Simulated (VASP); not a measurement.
# MoS2 (P6_3/mmc) in VASP: a series of runs

MoS2 is run at these levels: PBE; tasks: single point.

Everything below comes from runs of VASP 6.6.1. Logs are shortened: lines on timing, memory, paths and dates and some standing lists are left out, and cuts for length are marked.

**Experimental background.**

From “Multiwavelength excitation Raman Scattering Analysis of bulk and 2 dimensional MoS2: Vibrational properties of atomically thin MoS2 layers”, 2015, arxiv:1506.03228, for a bulk crystal of MoS2 at 300 K: band gap 1.3 eV (indirect).

The results are compared with them further down.

## (1) The cell of the first run

It takes space group P6_3/mmc (No. 194, hexagonal). Conventional cell: a = 3.169 Å, b = 3.169 Å, c = 12.324 Å, α = 90.00°, β = 90.00°, γ = 120.00°. Mo (site symmetry -6m2) has 6 S at 2.41 Å and 6 Mo at 3.17 Å within 3.2 Å. S (site symmetry 3m) has 3 Mo at 2.41 Å and 7 S at 3.13 to 3.17 Å within 3.2 Å.

## (2) Single point, PBE

Input file INCAR:

```
SYSTEM = MoS2
PREC = Accurate
ENCUT = 520
EDIFF = 1E-7
ISMEAR = 1
SIGMA = 0.15
LREAL = .FALSE.
LASPH = .TRUE.
NELM = 60
ALGO = Normal
ISIF = 2
LWAVE = .FALSE.
LCHARG = .FALSE.
GGA = PE
NBANDS = 35
```

Input file KPOINTS:

```
regular mesh
0
G
  8 8 2
  0 0 0
```

Input file POSCAR:

```
MoS2
1.0
    3.1690000000      0.0000000000      0.0000000000
   -1.5845000000      2.7444345000      0.0000000000
    0.0000000000      0.0000000000     12.3240000000
Mo S
2 4
Direct
    0.3333333333      0.6666666667      0.2500000000
    0.6666666667      0.3333333333      0.7500000000
    0.3333333333      0.6666666667      0.6230000000
    0.6666666667      0.3333333333      0.1230000000
    0.3333333333      0.6666666667      0.8770000000
    0.6666666667      0.3333333333      0.3770000000
```

Potentials or basis: VASP PAW PBE potentials, release 64 (Mo_sv, S).

Started as:

```sh
> cat potpaw_PBE.64/Mo_sv/POTCAR potpaw_PBE.64/S/POTCAR > POTCAR
> mpirun -np 1 vasp_std > vasp.out
```

OUTCAR:

```text
SYSTEM = MoS2
   PREC = Accurate
   ENCUT = 520
   EDIFF = 1E-7
   ISMEAR = 1
   LREAL = .FALSE.
   LASPH = .TRUE.
   NELM = 60
   ISIF = 2
   GGA = PE

 ion  position               nearest neighbor table
   1  0.333  0.667  0.250-   4 2.41   6 2.41   4 2.41   6 2.41   4 2.41   6 2.41
   2  0.667  0.333  0.750-   3 2.41   5 2.41   3 2.41   5 2.41   3 2.41   5 2.41
   3  0.333  0.667  0.623-   2 2.41   2 2.41   2 2.41
   4  0.667  0.333  0.123-   1 2.41   1 2.41   1 2.41
   5  0.333  0.667  0.877-   2 2.41   2 2.41   2 2.41
   6  0.667  0.333  0.377-   1 2.41   1 2.41   1 2.41

  LATTYP: Found a hexagonal cell.
 ALAT       =     3.1690000000
 C/A-ratio  =     3.8889239508

  Lattice vectors:

 A1 = (   3.1690000000,   0.0000000000,   0.0000000000)
 A2 = (  -1.5845000000,   2.7444345000,   0.0000000000)
 A3 = (   0.0000000000,   0.0000000000,  12.3240000000)

Analysis of symmetry for initial positions (statically):
=====================================================================
 Subroutine PRICEL returns:
 Original cell was already a primitive cell.

 Routine SETGRP: Setting up the symmetry group for a
 hexagonal supercell.

 Subroutine GETGRP returns: Found 24 space group operations
 (whereof 12 operations were pure point group operations)
 out of a pool of 24 trial point group operations.

The static configuration has the point symmetry D_3d.
 The point group associated with its full space group is D_6h.

Analysis of symmetry for dynamics (positions and initial velocities):
=====================================================================
 Subroutine PRICEL returns:
 Original cell was already a primitive cell.

 Routine SETGRP: Setting up the symmetry group for a
 hexagonal supercell.

 Subroutine GETGRP returns: Found 24 space group operations
 (whereof 12 operations were pure point group operations)
 out of a pool of 24 trial point group operations.

The dynamic configuration has the point symmetry D_3d.
 The point group associated with its full space group is D_6h.

 Subroutine INISYM returns: Found 24 space group operations
 (whereof 12 operations are pure point group operations),
 and found     1 'primitive' translations

----------------------------------------------------------------------------------------

                                     Primitive cell

  volume of cell :     107.1832

  direct lattice vectors                    reciprocal lattice vectors
[... 93 lines left out ...]
   NSW    =      0    number of steps for IOM
   IBRION =     -1    ionic relax: 0-MD 1-quasi-New 2-CG
   NFREE  =      0    steps in history (QN), initial steepest desc. (CG)
   ISIF   =      2    stress and relaxation
   ISYM   =      2    0-nonsym 1-usesym 2-fastsym
   POTIM  = 0.5000    time-step for ionic-motion
   TEBEG  =    0.0;   TEEND  =   0.0 temperature during run
   PSTRESS=    0.0 pullay stress
   NELECT =      52.0000    total number of electrons
   NUPDOWN=      -1.0000    fix difference up-down
   EMIN   =  10.00;   EMAX   =-10.00  energy-range for DOS
   EFERMI =   0.00;   METHOD = LEGACY
   ISMEAR =     1;   SIGMA  =   0.15  broadening in eV -4-tet -1-fermi 0-gaus
   EFERMI_NEDOS =   21; number of points for ismear=-14 and -15
   IALGO  =     38    algorithm
   IMIX   =      4    mixing-type and parameters
     AMIX     =   0.40;   BMIX     =  1.00
     AMIX_MAG =   1.60;   BMIX_MAG =  1.00
  volume/ion in A,a.u.               =      17.86       120.55
  Fermi-wavevector in a.u.,A,eV,Ry     =   1.286373  2.430893 22.514325  1.654756
  Thomas-Fermi vector in A             =   2.418452
   LORBIT       =      0    0 simple, 1 ext, 2 COOP (PROOUT), +10 PAW based schemes
   GGA     = PE    functional components
   LHFCALC =     F    Hartree Fock is set to
   AEXX    =    0.0000 exact exchange contribution
   IVDW    =     0    specifies the selected vdW correction
   LEPSILON=     F    determine dielectric tensor
   LRPA    =     F    only Hartree local field effects (RPA)
 non-spin polarized calculation
 Methfessel and Paxton  Order N= 1 SIGMA  =   0.15
  energy-cutoff  :      520.00
  volume of cell :      107.18
 maximum number of plane-waves:      2914
 NGX is ok and might be reduce to    24
   NGX = 11   NGY = 11   NGZ = 45

 number of electron      51.9999997 magnetization

 Free energy of the ion-electron system (eV)
  ---------------------------------------------------
  ext. energy  EPLUGINS =         0.00000000
  ---------------------------------------------------
  free energy    TOTEN  =       -43.61353366 eV

  energy without entropy =      -43.61360834  energy(sigma->0) =      -43.61355855

 E-fermi :   7.6096     XC(G=0): -10.8172

 val. band max:        7.4843127103   @ k =   0.0000   0.0000   0.0000
 cond. band min:       8.4783230573   @ k =   0.2500   0.1250   0.0000
 fundamental gap:      0.9940103470
 Fermi energy:         7.6096069036

 k-point     1 :       0.0000    0.0000    0.0000
  band No.  band energies     occupation
      1     -54.0206      2.00000
      2     -54.0206      2.00000
      3     -28.1695      2.00000
      4     -28.1695      2.00000
      5     -27.9504      2.00000
      6     -27.9504      2.00000
[... 749 lines left out ...]
     34      11.5823      0.00000
     35      13.9970      0.00000

------------------------ aborting loop because EDIFF is reached ----------------------------------------

  FORCE on cell =-STRESS in cart. coord.  units (eV):
  Direction    XX          YY          ZZ          XY          YZ          ZX
  --------------------------------------------------------------------------------------
  -------------------------------------------------------------------------------------
  Total        1.1682666      1.1682666      1.4127041      0.0000000      0.0000000     -0.0000000
  in kB       17.4632767     17.4632767     21.1171349      0.0000000      0.0000000     -0.0000000
  external PRESSURE =      18.6812294 kB  Pullay stress =       0.0000000 kB

 VOLUME and BASIS-vectors are now :
 -----------------------------------------------------------------------------
  energy-cutoff  :      520.00
  volume of cell :      107.18
      direct lattice vectors                 reciprocal lattice vectors
     3.169000000  0.000000000  0.000000000     0.315556958  0.182186895  0.000000000
    -1.584500000  2.744434500  0.000000000     0.000000000  0.364373790  0.000000000
     0.000000000  0.000000000 12.324000000     0.000000000  0.000000000  0.081142486

 POSITION                                       TOTAL-FORCE (eV/Angst)
 -----------------------------------------------------------------------------------
     -0.00000      1.82962      3.08100        -0.000000      0.000000      0.000000
      1.58450      0.91481      9.24300         0.000000     -0.000000      0.000000
     -0.00000      1.82962      7.67785         0.000000     -0.000000      0.077693
      1.58450      0.91481      1.51585        -0.000000      0.000000      0.077693
     -0.00000      1.82962     10.80815         0.000000     -0.000000     -0.077693
      1.58450      0.91481      4.64615        -0.000000     -0.000000     -0.077693
 -----------------------------------------------------------------------------------
    total drift:                               -0.000000      0.000000     -0.000000

  FREE ENERGIE OF THE ION-ELECTRON SYSTEM (eV)
  ---------------------------------------------------
  free  energy   TOTEN  =       -43.6135336617 eV

  energy  without entropy=      -43.6136083366  energy(sigma->0) =      -43.61355855
```

Run time: 37 s. Hardware: 1 thread of Intel Xeon 6975P-C (Granite Rapids), shared host; peak memory 0.24 GiB.

Results:

| Item | Value |
| --- | --- |
| Free energy | -43.6135 eV |
| Pressure | 1.9 GPa |
| Largest force | 0.078 eV/Å |
| Band gap on the k mesh | 0.99 eV, indirect (least direct gap 1.94 eV) |

Forces on the atoms (eV/Å):
```
Mo   0.000  0.000  0.000
Mo   0.000  0.000  0.000
S    0.000  0.000  0.078
S    0.000  0.000  0.078
S    0.000  0.000 -0.078
S    0.000  0.000 -0.078
```

Levels at points of the mesh, in eV from the valence-band top:
| k point | band 22 | band 23 | band 24 | band 25 | band 26 | band 27 | band 28 | band 29 | band 30 | band 31 |
| --- | --- | --- | --- | --- | --- | --- | --- | --- | --- | --- |
| (0.00, 0.00, 0.00) | -2.12 | -2.12 | -1.18 | -1.14 | 0.00 | 2.11 | 2.11 | 2.14 | 2.14 | 2.27 |
| (0.50, 0.00, 0.00) | -2.48 | -1.72 | -1.52 | -1.39 | -1.27 | 1.61 | 1.66 | 2.01 | 2.27 | 2.87 |
| (0.00, 0.00, 0.50) | -2.14 | -2.14 | -2.14 | -0.26 | -0.26 | 2.11 | 2.11 | 2.11 | 2.11 | 2.37 |
| (0.50, 0.00, 0.50) | -2.62 | -1.62 | -1.62 | -1.32 | -1.32 | 1.63 | 1.63 | 2.15 | 2.15 | 3.24 |

Caveat: this functional lacks dispersion, which binds the layers, so the pressure and a relaxed spacing across them are unreliable.

## (3) Single point, PBE

Input file INCAR:

```
  PREC = Accurate
  ENCUT = 520
  EDIFF = 1E-6
  ISMEAR = 1
  SIGMA = 0.15
  LREAL = F
  LASPH = T
  NELM = 60
  ALGO = Normal
  ISIF = 2
  LWAVE = F
  LCHARG = F
  GGA = PE
  NBANDS = 35
```

Input file KPOINTS:

```
Automatic mesh
0
Gamma
  10 10 3
```

POSCAR is that of step 2.

Potentials or basis: VASP PAW PBE potentials, release 64 (Mo_sv, S).

Started as:

```sh
> cat potpaw_PBE.64/Mo_sv/POTCAR potpaw_PBE.64/S/POTCAR > POTCAR
> mpirun -np 1 vasp_std > vasp.out
```

It took 42 s on 1 thread of Intel Xeon 6975P-C (Granite Rapids), shared host; peak memory 0.26 GiB.

The run converged. Its results:

| Item | Value |
| --- | --- |
| Free energy | -43.6141 eV |
| Pressure | 1.8 GPa |
| Largest force | 0.078 eV/Å |
| Band gap on the k mesh | 0.94 eV, indirect (least direct gap 1.87 eV) |

Forces in eV/Å, atoms in the order of the input:
```
Mo   0.000  0.000  0.000
Mo   0.000  0.000  0.000
S    0.000  0.000  0.078
S    0.000  0.000  0.078
S    0.000  0.000 -0.078
S    0.000  0.000 -0.078
```

Stress tensor (GPa, compression positive):
```
1.73 0.00 0.00
0.00 1.73 0.00
0.00 0.00 2.09
```

Levels at points of the mesh, in eV from the valence-band top:
```csv
k point,band 22,band 23,band 24,band 25,band 26,band 27,band 28,band 29,band 30,band 31
"(0.00, 0.00, 0.00)",-2.12,-2.12,-1.18,-1.14,0.00,2.11,2.11,2.14,2.14,2.27
"(0.50, 0.00, 0.00)",-2.48,-1.72,-1.52,-1.39,-1.27,1.61,1.66,2.01,2.27,2.87
```

Caveat: this functional lacks dispersion, which binds the layers, so the pressure and a relaxed spacing across them are unreliable.

## (4) Against experiment

Step 2. Measured gap of MoS2: 1.3 eV (indirect; 300 K; “Multiwavelength excitation Raman Scattering Analysis of bulk and 2 dimensional MoS2: Vibrational properties of atomically thin MoS2 layers”, 2015, arxiv:1506.03228). This calculation gives 0.99 eV (-0.31 eV). Spin-orbit coupling on Mo is left out. The value is that of PBE on a finite k mesh, which can miss the band edges, without temperature or zero-point motion. Semilocal functionals fall short of measured gaps as a rule.

Step 3. Against the measured gap of MoS2, 1.3 eV (indirect; 300 K; “Multiwavelength excitation Raman Scattering Analysis of bulk and 2 dimensional MoS2: Vibrational properties of atomically thin MoS2 layers”, 2015, arxiv:1506.03228), the calculated 0.94 eV is off by -0.36 eV. Spin-orbit coupling on Mo is left out. The value is that of PBE on a finite k mesh, which can miss the band edges, without temperature or zero-point motion. Semilocal functionals fall short of measured gaps as a rule.
